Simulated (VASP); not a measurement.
# Sc (P6_3/mmc) in VASP: relaxation of volume and atoms at fixed shape with r2SCAN

Aim: the relaxation of volume and atoms at fixed shape of Sc with r2SCAN.

Program: VASP 6.6.1. These are calculated values, not measurements. Logs are shortened: lines on timing, memory, paths and dates and some standing lists are left out, and cuts for length are marked.

## (1) The cell of the first run

It takes space group P6_3/mmc (No. 194, hexagonal). Conventional cell: a = 3.309 Å, b = 3.309 Å, c = 5.273 Å, α = 90.00°, β = 90.00°, γ = 120.00°. Sc (site symmetry -6m2) has 12 Sc at 3.26 to 3.31 Å within 4.3 Å.

## (2) Relaxation of volume and atoms at fixed shape, r2SCAN

Input file POSCAR:

```
Sc
1.0
    3.3090000000      0.0000000000      0.0000000000
   -1.6545000000      2.8656780000      0.0000000000
    0.0000000000      0.0000000000      5.2733000000
Sc
2
Direct
    0.3333333333      0.6666666667      0.2500000000
    0.6666666667      0.3333333333      0.7500000000
```

Input file INCAR.step1:

```
SYSTEM = Sc
ALGO = Normal
EDIFF = 1E-4
ENCUT = 600
GGA = PE
ISMEAR = 0
LASPH = .True.
LCHARG = .False.
LREAL = .False.
LWAVE = .True.
NELM = 80
PREC = Accurate
SIGMA = 0.05
```

Input file INCAR.step2:

```
SYSTEM = Sc
ALGO = Normal
EDIFF = 1E-6
EDIFFG = -0.01
ENCUT = 600
IBRION = 2
ISIF = 8
ISMEAR = 0
ISTART = 1
LASPH = .True.
LCHARG = .False.
LMIXTAU = .True.
LREAL = .False.
LWAVE = .False.
METAGGA = R2SCAN
NELM = 80
NSW = 80
PREC = Accurate
SIGMA = 0.05
```

Input file KPOINTS:

```
k-points
0
Gamma
  9 9 5
  0 0 0
```

Potentials or basis: VASP PAW PBE potentials, release 64 (Sc_sv).

The run is started by

```sh
$ cat potpaw_PBE.64/Sc_sv/POTCAR > POTCAR
$ cp INCAR.step1 INCAR
$ mpirun -np 1 vasp_std > vasp.out
$ cp INCAR.step2 INCAR
$ mpirun -np 1 vasp_std > vasp.out
```

OUTCAR:

```text
SYSTEM = Sc
   EDIFF = 1E-6
   EDIFFG = -0.01
   ENCUT = 600
   IBRION = 2
   ISIF = 8
   ISMEAR = 0
   ISTART = 1
   LASPH = .True.
   LREAL = .False.
   METAGGA = R2SCAN
   NELM = 80
   NSW = 80
   PREC = Accurate

 ion  position               nearest neighbor table
   1  0.333  0.667  0.250-   2 3.26   2 3.26   2 3.26   2 3.26   2 3.26   2 3.26
   2  0.667  0.333  0.750-   1 3.26   1 3.26   1 3.26   1 3.26   1 3.26   1 3.26

  LATTYP: Found a hexagonal cell.
 ALAT       =     3.3090000000
 C/A-ratio  =     1.5936234512

  Lattice vectors:

 A1 = (   3.3090000000,   0.0000000000,   0.0000000000)
 A2 = (  -1.6545000000,   2.8656780000,   0.0000000000)
 A3 = (   0.0000000000,   0.0000000000,   5.2733000000)

Analysis of symmetry for initial positions (statically):
=====================================================================
 Subroutine PRICEL returns:
 Original cell was already a primitive cell.

 Routine SETGRP: Setting up the symmetry group for a
 hexagonal supercell.

 Subroutine GETGRP returns: Found 24 space group operations
 (whereof 12 operations were pure point group operations)
 out of a pool of 24 trial point group operations.

The static configuration has the point symmetry D_3d.
 The point group associated with its full space group is D_6h.

Analysis of symmetry for dynamics (positions and initial velocities):
=====================================================================
 Subroutine PRICEL returns:
 Original cell was already a primitive cell.

 Routine SETGRP: Setting up the symmetry group for a
 hexagonal supercell.

 Subroutine GETGRP returns: Found 24 space group operations
 (whereof 12 operations were pure point group operations)
 out of a pool of 24 trial point group operations.

The dynamic configuration has the point symmetry D_3d.
 The point group associated with its full space group is D_6h.

 Subroutine INISYM returns: Found 24 space group operations
 (whereof 12 operations are pure point group operations),
 and found     1 'primitive' translations

----------------------------------------------------------------------------------------

                                     Primitive cell

  volume of cell :      50.0042

  direct lattice vectors                    reciprocal lattice vectors
     3.309000000  0.000000000  0.000000000     0.302206105  0.174478780  0.000000000
    -1.654500000  2.865678000  0.000000000     0.000000000  0.348957559  0.000000000
     0.000000000  0.000000000  5.273300000     0.000000000  0.000000000  0.189634574

  length of vectors
     3.309000000  3.308999947  5.273300000     0.348957554  0.348957559  0.189634574

  position of ions in fractional coordinates (direct lattice)
     0.333333333  0.666666667  0.250000000
     0.666666667  0.333333333  0.750000000

  ion indices of the primitive-cell ions
   primitive index   ion index
                 1           1
                 2           2

----------------------------------------------------------------------------------------

 KPOINTS: k-points

Automatic generation of k-mesh.
 Grid dimensions read from file:
 generate k-points for:    9    9    5

 Generating k-lattice:

  Cartesian coordinates                     Fractional coordinates (reciprocal lattice)
     0.033578456  0.019386531  0.000000000     0.111111111 -0.000000000  0.000000000
     0.000000000  0.038773062  0.000000000     0.000000000  0.111111111  0.000000000
     0.000000000  0.000000000  0.037926915     0.000000000  0.000000000  0.200000000

  Length of vectors
[... 65 lines left out ...]
   PSTRESS=    0.0 pullay stress
   NELECT =      22.0000    total number of electrons
   NUPDOWN=      -1.0000    fix difference up-down
   EMIN   =  10.00;   EMAX   =-10.00  energy-range for DOS
   EFERMI =   0.00;   METHOD = LEGACY
   ISMEAR =     0;   SIGMA  =   0.05  broadening in eV -4-tet -1-fermi 0-gaus
   EFERMI_NEDOS =   21; number of points for ismear=-14 and -15
   IALGO  =     38    algorithm
   IMIX   =      4    mixing-type and parameters
     AMIX     =   0.40;   BMIX     =  1.00
     AMIX_MAG =   1.60;   BMIX_MAG =  1.00
  volume/ion in A,a.u.               =      25.00       168.72
  Fermi-wavevector in a.u.,A,eV,Ry     =   1.245127  2.352948 21.093660  1.550340
  Thomas-Fermi vector in A             =   2.379363
   LORBIT       =      0    0 simple, 1 ext, 2 COOP (PROOUT), +10 PAW based schemes
   METAGGA = R2SCAN    functional components
   LHFCALC =     F    Hartree Fock is set to
   AEXX    =    0.0000 exact exchange contribution
   IVDW    =     0    specifies the selected vdW correction
   LEPSILON=     F    determine dielectric tensor
   LRPA    =     F    only Hartree local field effects (RPA)
 conjugate gradient relaxation of ions
 non-spin polarized calculation
 Gauss-broadening in eV      SIGMA  =   0.05
  energy-cutoff  :      600.00
  volume of cell :       50.00
 maximum number of plane-waves:      1713
 NGX is ok and might be reduce to    28
   NGX = 13   NGY = 13   NGZ = 21

--------------------------------------- Ionic step        1  -------------------------------------------

 number of electron      22.0000001 magnetization

 Free energy of the ion-electron system (eV)
  ---------------------------------------------------
  ext. energy  EPLUGINS =         0.00000000
  ---------------------------------------------------
  free energy    TOTEN  =       -22.71117881 eV

  energy without entropy =      -22.70547229  energy(sigma->0) =      -22.70832555

------------------------ aborting loop because EDIFF is reached ----------------------------------------

  FORCE on cell =-STRESS in cart. coord.  units (eV):
  Direction    XX          YY          ZZ          XY          YZ          ZX
  --------------------------------------------------------------------------------------
  -------------------------------------------------------------------------------------
  Total        0.2254613      0.2254613     -0.3500681      0.0000000     -0.0000000      0.0000000
  in kB        7.2239693      7.2239690    -11.2164779      0.0000000     -0.0000000      0.0000000
  external PRESSURE =       1.0771535 kB  Pullay stress =       0.0000000 kB

 VOLUME and BASIS-vectors are now :
 -----------------------------------------------------------------------------
  energy-cutoff  :      600.00
  volume of cell :       50.00
      direct lattice vectors                 reciprocal lattice vectors
     3.309000000  0.000000000  0.000000000     0.302206105  0.174478780  0.000000000
    -1.654500000  2.865678000  0.000000000     0.000000000  0.348957559  0.000000000
     0.000000000  0.000000000  5.273300000     0.000000000  0.000000000  0.189634574

 POSITION                                       TOTAL-FORCE (eV/Angst)
 -----------------------------------------------------------------------------------
     -0.00000      1.91045      1.31832         0.000000      0.000000      0.000000
      1.65450      0.95523      3.95498        -0.000000     -0.000000      0.000000
 -----------------------------------------------------------------------------------
    total drift:                               -0.000000      0.000000     -0.000000

  FREE ENERGIE OF THE ION-ELECTRON SYSTEM (eV)
  ---------------------------------------------------
  free  energy   TOTEN  =       -22.7111788086 eV

  energy  without entropy=      -22.7054722911  energy(sigma->0) =      -22.70832555

--------------------------------------- Ionic step        2  -------------------------------------------

 number of electron      22.0000001 magnetization

 Free energy of the ion-electron system (eV)
  ---------------------------------------------------
  ext. energy  EPLUGINS =         0.00000000
  ---------------------------------------------------
  free energy    TOTEN  =       -22.71120637 eV

  energy without entropy =      -22.70552130  energy(sigma->0) =      -22.70836383

 E-fermi :   3.6155     XC(G=0): -10.5350

 val. band max:        3.5988240809   @ k =   0.4444   0.1111   0.4000
 cond. band min:       3.6261621243   @ k =   0.1111   0.1111   0.2000
 fundamental gap:      0.0273380435
 Fermi energy:         3.6154617789

 k-point     1 :       0.0000    0.0000    0.0000
  band No.  band energies     occupation
      1     -47.9494      2.00000
      2     -47.8861      2.00000
      3     -25.7903      2.00000
      4     -25.4513      2.00000
      5     -25.4513      2.00000
      6     -25.3940      2.00000
      7     -25.3940      2.00000
      8     -25.3815      2.00000
      9      -1.8502      2.00000
     10       1.9074      2.00000
     11       3.8770      0.00000
     12       5.4263      0.00000
     13       5.4263      0.00000
     14       5.5553      0.00000
[... 401 lines left out ...]
      2     -47.8789      2.00000
      3     -25.6627      2.00000
      4     -25.6578      2.00000
      5     -25.6578      2.00000
      6     -25.5583      2.00000
      7     -25.4982      2.00000
      8     -25.4982      2.00000
      9       3.0108      2.00000
     10       3.0453      2.00000
     11       3.0453      2.00000
     12       3.2347      2.00000
     13       4.5105      0.00000
     14       4.5105      0.00000
     15       5.8490      0.00000

 [... further k-points ...]

------------------------ aborting loop because EDIFF is reached ----------------------------------------

  FORCE on cell =-STRESS in cart. coord.  units (eV):
  Direction    XX          YY          ZZ          XY          YZ          ZX
  --------------------------------------------------------------------------------------
  -------------------------------------------------------------------------------------
  Total        0.1872701      0.1872701     -0.3877774      0.0000000      0.0000000     -0.0000000
  in kB        5.9857184      5.9857181    -12.3945394      0.0000000      0.0000000     -0.0000000
  external PRESSURE =      -0.1410343 kB  Pullay stress =       0.0000000 kB

 VOLUME and BASIS-vectors are now :
 -----------------------------------------------------------------------------
  energy-cutoff  :      600.00
  volume of cell :       50.13
      direct lattice vectors                 reciprocal lattice vectors
     3.311683315  0.000000000  0.000000000     0.301961240  0.174337407  0.000000000
    -1.655841657  2.868001819  0.000000000     0.000000000  0.348674814  0.000000000
     0.000000000  0.000000000  5.277576193     0.000000000  0.000000000  0.189480921

 POSITION                                       TOTAL-FORCE (eV/Angst)
 -----------------------------------------------------------------------------------
     -0.00000      1.91200      1.31939         0.000000      0.000000      0.000000
      1.65584      0.95600      3.95818        -0.000000     -0.000000      0.000000
 -----------------------------------------------------------------------------------
    total drift:                               -0.000000      0.000000     -0.000000

  FREE ENERGIE OF THE ION-ELECTRON SYSTEM (eV)
  ---------------------------------------------------
  free  energy   TOTEN  =       -22.7112063670 eV

  energy  without entropy=      -22.7055212983  energy(sigma->0) =      -22.70836383

 reached required accuracy - stopping structural energy minimisation
```

Run time: 92 s. Hardware: 1 thread of Intel Xeon 6975P-C (Granite Rapids), shared host; peak memory 0.21 GiB.

What came out:

* Free energy: -22.7112 eV
* Relaxed volume: 25.06 Å³/atom
* Relaxed cell: a = 3.312 Å, b = 3.312 Å, c = 5.278 Å, α = 90.00°, β = 90.00°, γ = 120.00°
* Space group after relaxing (to 0.1 Å): P6_3/mmc (No. 194)
* Energy gained by relaxing: 0.0 meV/atom
* Ionic steps: 2
* Pressure after relaxing: 0.0 GPa
* Band gap on the k mesh: zero (bands 11 and 12 overlap by 1.16 eV)

Final structure:
```cif
data_structure
_symmetry_space_group_name_H-M 'P 1'
_symmetry_Int_Tables_number 1
_cell_length_a 3.3117
_cell_length_b 3.3117
_cell_length_c 5.2776
_cell_angle_alpha 90.000
_cell_angle_beta 90.000
_cell_angle_gamma 120.000
_cell_volume 50.13
loop_
_atom_site_label
_atom_site_type_symbol
_atom_site_fract_x
_atom_site_fract_y
_atom_site_fract_z
_atom_site_occupancy
Sc1 Sc 0.33333 0.66667 0.25000 1
Sc2 Sc 0.66667 0.33333 0.75000 1
```

Levels at points of the mesh, in eV from the Fermi level:
```
           k point  band 7  band 8  band 9  band 10  band 11  band 12  band 13  band 14  band 15
(0.00, 0.00, 0.00)  -29.01  -29.00   -5.47    -1.71     0.26     1.81     1.81     1.94     2.25
```

Caveat: the PAW data sets were made with another functional, which shifts forces and pressure a little.

The gap in the log of VASP goes by the Fermi energy; the results here count the filled bands.